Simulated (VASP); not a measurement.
# GaN in VASP: single point with PBE

Aim: the single point of GaN with PBE.

All numbers are computed with VASP 6.6.1; they aren't measurements. Logs are shortened: lines on timing, memory, paths and dates and some standing lists are left out, and cuts for length are marked.

## 1. The cell of the first run

The typed cell holds 16 atoms: a = 6.437 Å, b = 6.437 Å, c = 5.244 Å, α = 90.00°, β = 90.00°, γ = 120.00°.

## 2. Single point, PBE

Contents of INCAR:

```
ALGO = Normal
EDIFF = 1E-7
ENCUT = 520
GGA = PE
ISIF = 2
ISMEAR = -1
LASPH = T
LCHARG = F
LREAL = Auto
LWAVE = F
NBANDS = 86
NELM = 80
PREC = Accurate
SIGMA = 0.01
```

Contents of KPOINTS:

```
Automatic mesh
0
Gamma
  2 2 4
  0.5 0.5 0.5
```

Contents of POSCAR:

```
GaN
1.0
    6.4372426888      0.0000000007      0.0000000000
   -3.2186213488      5.5748157007      0.0000000000
    0.0000000000      0.0000000000      5.2435339950
Ga N
8 8
Direct
    0.3343315942      0.1656073062      0.4986561764
    0.1656073062      0.3343315942      0.9986561764
    0.3343315942      0.6656073062      0.4986561764
    0.1656073062      0.8343315942      0.9986561764
    0.8343315942      0.1656073062      0.4986561764
    0.6656073062      0.3343315942      0.9986561764
    0.8343315942      0.6656073062      0.4986561764
    0.6656073062      0.8343315942      0.9986561764
    0.3326102956      0.1674508040      0.8763438236
    0.1674508040      0.3326102956      0.3763438236
    0.3326102956      0.6674508040      0.8763438236
    0.1674508040      0.8326102956      0.3763438236
    0.8326102956      0.1674508040      0.8763438236
    0.6674508040      0.3326102956      0.3763438236
    0.8326102956      0.6674508040      0.8763438236
    0.6674508040      0.8326102956      0.3763438236
```

Potentials or basis: VASP PAW PBE potentials, release 64 (Ga_d, N).

On the command line:

```console
cat potpaw_PBE.64/Ga_d/POTCAR potpaw_PBE.64/N/POTCAR > POTCAR
mpirun -np 1 vasp_std > vasp.out
```

OUTCAR:

```text
EDIFF = 1E-7
   ENCUT = 520
   GGA = PE
   ISIF = 2
   ISMEAR = -1
   LASPH = T
   LREAL = Auto
   NELM = 80
   PREC = Accurate

 ion  position               nearest neighbor table
   1  0.334  0.166  0.499-  12 1.96  14 1.96  10 1.97   9 1.98
   2  0.166  0.334  0.999-  13 1.96  11 1.96   9 1.97  10 1.98
   3  0.334  0.666  0.499-  10 1.96  16 1.96  12 1.97  11 1.98
   4  0.166  0.834  0.999-  15 1.96   9 1.96  11 1.97  12 1.98
   5  0.834  0.166  0.499-  16 1.96  10 1.96  14 1.97  13 1.98
   6  0.666  0.334  0.999-   9 1.96  15 1.96  13 1.97  14 1.98
[... 8 lines left out ...]
  15  0.833  0.667  0.876-   4 1.96   6 1.96   8 1.97   7 1.98
  16  0.667  0.833  0.376-   5 1.96   3 1.96   7 1.97   8 1.98

  LATTYP: Found a hexagonal cell.
 ALAT       =     6.4372426888
 C/A-ratio  =     0.8145621112

  Lattice vectors:

 A1 = (   6.4372426888,   0.0000000007,   0.0000000000)
 A2 = (  -3.2186213488,   5.5748157007,   0.0000000000)
 A3 = (   0.0000000000,   0.0000000000,   5.2435339950)

Analysis of symmetry for initial positions (statically):
=====================================================================
 Subroutine PRICEL returns following result:

  LATTYP: Found a hexagonal cell.
 ALAT       =     3.2186213444
 C/A-ratio  =     1.6291242224

  Lattice vectors:

 A1 = (   3.2186213444,   0.0000000003,   0.0000000000)
 A2 = (  -1.6093106744,   2.7874078504,   0.0000000000)
 A3 = (   0.0000000000,   0.0000000000,   5.2435339950)

   4 primitive cells build up your supercell.

 Routine SETGRP: Setting up the symmetry group for a
 hexagonal supercell.

 Subroutine GETGRP returns: Found  2 space group operations
 (whereof  1 operations were pure point group operations)
 out of a pool of 24 trial point group operations.

The static configuration has the point symmetry C_1 .
 The point group associated with its full space group is C_1h.

Analysis of symmetry for dynamics (positions and initial velocities):
=====================================================================
 Subroutine PRICEL returns following result:

  LATTYP: Found a hexagonal cell.
 ALAT       =     3.2186213444
 C/A-ratio  =     1.6291242224

  Lattice vectors:

 A1 = (   3.2186213444,   0.0000000003,   0.0000000000)
 A2 = (  -1.6093106744,   2.7874078504,   0.0000000000)
 A3 = (   0.0000000000,   0.0000000000,   5.2435339950)

   4 primitive cells build up your supercell.

 Routine SETGRP: Setting up the symmetry group for a
 hexagonal supercell.

 Subroutine GETGRP returns: Found  2 space group operations
 (whereof  1 operations were pure point group operations)
 out of a pool of 24 trial point group operations.

The dynamic configuration has the point symmetry C_1 .
 The point group associated with its full space group is C_1h.

 Subroutine INISYM returns: Found  2 space group operations
 (whereof  1 operations are pure point group operations),
 and found     4 'primitive' translations

----------------------------------------------------------------------------------------

                                     Primitive cell

  volume of cell :      47.0429

  direct lattice vectors                    reciprocal lattice vectors
     3.218621344  0.000000000  0.000000000     0.310692030  0.179378127  0.000000000
    -1.609310674  2.787407850  0.000000000    -0.000000000  0.358756254  0.000000000
     0.000000000  0.000000000  5.243533995     0.000000000  0.000000000  0.190711074

  length of vectors
     3.218621344  3.218621346  5.243533995     0.358756255  0.358756254  0.190711074

  position of ions in fractional coordinates (direct lattice)
     0.668663188  0.331214612  0.498656176
     0.331214612  0.668663188  0.998656176
     0.665220591  0.334901608  0.876343824
     0.334901608  0.665220591  0.376343824

  ion indices of the primitive-cell ions
   primitive index   ion index
                 1           1
                 2           2
                 3           9
                 4          10

----------------------------------------------------------------------------------------

 KPOINTS: Automatic mesh

Automatic generation of k-mesh.
 Grid dimensions read from file:
 generate k-points for:    2    2    4

 Generating k-lattice:

  Cartesian coordinates                     Fractional coordinates (reciprocal lattice)
     0.077673008  0.044844532  0.000000000     0.500000000  0.000000000  0.000000000
    -0.000000000  0.089689064  0.000000000    -0.000000000  0.500000000  0.000000000
     0.000000000  0.000000000  0.047677769     0.000000000  0.000000000  0.250000000

  Length of vectors
     0.089689064  0.089689064  0.047677769

  Shift w.r.t. Gamma in fractional coordinates (k-lattice)
     0.500000000  0.500000000  0.500000000

 Subroutine IBZKPT returns following result:
 ===========================================

 Found     14 irreducible k-points:

 Following reciprocal coordinates:
            Coordinates               Weight
  0.250000  0.250000  0.125000      2.000000
 -0.250000  0.500000  0.125000      4.000000
  0.500000  0.250000  0.125000      4.000000
 -0.250000 -0.250000  0.125000      2.000000
 -0.250000  0.250000  0.125000      4.000000
 -0.250000 -0.000000  0.125000      4.000000
  0.250000  0.000000  0.125000      4.000000
  0.250000  0.250000  0.375000      2.000000
 -0.250000  0.500000  0.375000      4.000000
  0.500000  0.250000  0.375000      4.000000
 -0.250000 -0.250000  0.375000      2.000000
 -0.250000  0.250000  0.375000      4.000000
 -0.250000 -0.000000  0.375000      4.000000
  0.250000  0.000000  0.375000      4.000000
   k-points           NKPTS =     14   k-points in BZ     NKDIM =     14   number of bands    NBANDS=     86
   number of dos      NEDOS =    301   number of ions     NIONS =     16
   total plane-waves  NPLWV =  92160
   dimension x,y,z NGX =    48 NGY =   48 NGZ =   40
   dimension x,y,z NGXF=    96 NGYF=   96 NGZF=   80
   ions per type =               8   8
   NGX,Y,Z   is equivalent  to a cutoff of  12.40, 12.40, 12.68 a.u.
   NGXF,Y,Z  is equivalent  to a cutoff of  24.79, 24.79, 25.36 a.u.
 SYSTEM =  unknown system
   PREC   = accura    normal or accurate (medium, high low for compatibility)
   ISTART =      0    job   : 0-new  1-cont  2-samecut
   ICHARG =      2    charge: 1-file 2-atom 10-const
   ISPIN  =      1    spin polarized calculation?
   LNONCOLLINEAR =      F non collinear calculations
   LSORBIT =      F    spin-orbit coupling
   LASPH  =      T    aspherical Exc in radial PAW
   ENCUT  =  520.0 eV  38.22 Ry    6.18 a.u.  11.97 11.97  9.75*2*pi/ulx,y,z
   NELM   =     80;   NELMIN=  2; NELMDL= -5     # of ELM steps
   EDIFF  = 0.1E-06   stopping-criterion for ELM
   LREAL  =      T    real-space projection
   EDIFFG = 0.1E-05   stopping-criterion for IOM
   NSW    =      0    number of steps for IOM
   IBRION =     -1    ionic relax: 0-MD 1-quasi-New 2-CG
   NFREE  =      0    steps in history (QN), initial steepest desc. (CG)
   ISIF   =      2    stress and relaxation
   ISYM   =      2    0-nonsym 1-usesym 2-fastsym
   POTIM  = 0.5000    time-step for ionic-motion
   TEBEG  =    0.0;   TEEND  =   0.0 temperature during run
   PSTRESS=    0.0 pullay stress
   NELECT =     144.0000    total number of electrons
   NUPDOWN=      -1.0000    fix difference up-down
   EMIN   =  10.00;   EMAX   =-10.00  energy-range for DOS
   EFERMI =   0.00;   METHOD = LEGACY
   ISMEAR =    -1;   SIGMA  =   0.01  broadening in eV -4-tet -1-fermi 0-gaus
   EFERMI_NEDOS =   21; number of points for ismear=-14 and -15
   IALGO  =     38    algorithm
   IMIX   =      4    mixing-type and parameters
     AMIX     =   0.40;   BMIX     =  1.00
     AMIX_MAG =   1.60;   BMIX_MAG =  1.00
  volume/ion in A,a.u.               =      11.76        79.37
  Fermi-wavevector in a.u.,A,eV,Ry     =   1.497422  2.829717 30.507965  2.242272
  Thomas-Fermi vector in A             =   2.609312
   LORBIT       =      0    0 simple, 1 ext, 2 COOP (PROOUT), +10 PAW based schemes
   GGA     = PE    functional components
   LHFCALC =     F    Hartree Fock is set to
   AEXX    =    0.0000 exact exchange contribution
   IVDW    =     0    specifies the selected vdW correction
   LEPSILON=     F    determine dielectric tensor
   LRPA    =     F    only Hartree local field effects (RPA)
 non-spin polarized calculation
  energy-cutoff  :      520.00
  volume of cell :      188.17
 maximum number of plane-waves:      5074
   NGX = 23   NGY = 23   NGZ = 19

 number of electron     143.9999887 magnetization

 Free energy of the ion-electron system (eV)
  ---------------------------------------------------
  ext. energy  EPLUGINS =         0.00000000
  ---------------------------------------------------
  free energy    TOTEN  =       -97.39305326 eV

  energy without entropy =      -97.39305326  energy(sigma->0) =      -97.39305326

 E-fermi :   5.1108     XC(G=0): -11.5155

 val. band max:        4.8145787011   @ k =   0.2500   0.0000   0.1250
 cond. band min:       8.0111248006   @ k =  -0.2500   0.2500   0.1250
 fundamental gap:      3.1965460995
 Fermi energy:         5.1108034537

 k-point     1 :       0.2500    0.2500    0.1250
  band No.  band energies     occupation
      1     -10.3265      2.00000
      2     -10.0485      2.00000
      3     -10.0485      2.00000
      4      -9.8361      2.00000
      5      -9.8236      2.00000
      6      -9.7851      2.00000
[... 76 lines left out ...]
     83      12.5009      0.00000
     84      12.7227      0.00000

 k-point     2 :      -0.2500    0.5000    0.1250
  band No.  band energies     occupation
      1     -10.3273      2.00000
      2     -10.0497      2.00000
      3     -10.0478      2.00000
      4      -9.8366      2.00000
      5      -9.8219      2.00000
      6      -9.7854      2.00000
[... 1033 lines left out ...]
     83      12.4468      0.00000
     84      12.8006      0.00000

 k-point    14 :       0.2500    0.0000    0.3750
  band No.  band energies     occupation
      1     -10.2878      2.00000
      2     -10.0049      2.00000
      3      -9.8803      2.00000
      4      -9.8237      2.00000
      5      -9.8222      2.00000
      6      -9.7946      2.00000
[... 76 lines left out ...]
     83      12.4484      0.00000
     84      12.8015      0.00000
 [bands above 84 left out]

------------------------ aborting loop because EDIFF is reached ----------------------------------------

  FORCE on cell =-STRESS in cart. coord.  units (eV):
  Direction    XX          YY          ZZ          XY          YZ          ZX
  --------------------------------------------------------------------------------------
  -------------------------------------------------------------------------------------
  Total        0.0943768      0.1719475     -0.1316300      0.0671782      0.0130280      0.0075216
  in kB        0.8035657      1.4640368     -1.1207555      0.5719847      0.1109261      0.0640425
  external PRESSURE =       0.3822824 kB  Pullay stress =       0.0000000 kB

 VOLUME and BASIS-vectors are now :
 -----------------------------------------------------------------------------
  energy-cutoff  :      520.00
  volume of cell :      188.17
      direct lattice vectors                 reciprocal lattice vectors
     6.437242689  0.000000001  0.000000000     0.155346015  0.089689064  0.000000000
    -3.218621349  5.574815701  0.000000000    -0.000000000  0.179378127  0.000000000
     0.000000000  0.000000000  5.243533995     0.000000000  0.000000000  0.190711074

 POSITION                                       TOTAL-FORCE (eV/Angst)
 -----------------------------------------------------------------------------------
      1.61915      0.92323      2.61472        -0.052021      0.035476      0.052739
     -0.01003      1.86384      5.23649         0.056733     -0.027314      0.052739
      0.00984      3.71064      2.61472        -0.052021      0.035476      0.052739
     -1.61934      4.65124      5.23649         0.056733     -0.027314      0.052739
      4.83777      0.92323      2.61472        -0.052021      0.035476      0.052739
      3.20859      1.86384      5.23649         0.056733     -0.027314      0.052739
[... 8 lines left out ...]
      3.21144      3.72092      4.59514        -0.003071     -0.003668     -0.052739
      1.61669      4.64165      1.97337        -0.001641     -0.004494     -0.052739
 -----------------------------------------------------------------------------------
    total drift:                                0.000356      0.000617      0.003517

  FREE ENERGIE OF THE ION-ELECTRON SYSTEM (eV)
  ---------------------------------------------------
  free  energy   TOTEN  =       -97.3930532568 eV

  energy  without entropy=      -97.3930532568  energy(sigma->0) =      -97.39305326
```

Wall time 8.8 min (1 thread of Intel Xeon Platinum 8488C (Sapphire Rapids), shared host); peak memory 0.36 GiB.

Results:

| Item | Value |
| --- | --- |
| Free energy | -97.3931 eV |
| Pressure | 0.0 GPa |
| Largest force | 0.082 eV/Å |
| Band gap on the k mesh | 3.20 eV |

Forces in eV/Å, atoms in the order of the input:
```
Ga  -0.052  0.035  0.053
Ga   0.057 -0.027  0.053
Ga  -0.052  0.035  0.053
Ga   0.057 -0.027  0.053
Ga  -0.052  0.035  0.053
Ga   0.057 -0.027  0.053
Ga  -0.052  0.035  0.053
Ga   0.057 -0.027  0.053
N   -0.003 -0.004 -0.053
N   -0.002 -0.004 -0.053
N   -0.003 -0.004 -0.053
N   -0.002 -0.004 -0.053
N   -0.003 -0.004 -0.053
N   -0.002 -0.004 -0.053
N   -0.003 -0.004 -0.053
N   -0.002 -0.004 -0.053
```

Levels at points of the mesh, in eV from the valence-band top:
| k point | band 69 | band 70 | band 71 | band 72 | band 73 | band 74 | band 75 | band 76 |
| --- | --- | --- | --- | --- | --- | --- | --- | --- |
| (0.25, 0.25, 0.12) | -0.85 | -0.85 | -0.43 | -0.33 | 4.16 | 5.16 | 5.16 | 5.67 |

Caveat: the k points lie up to 0.56 Å⁻¹ apart; a shifted mesh leaves out Γ, where band edges can lie.
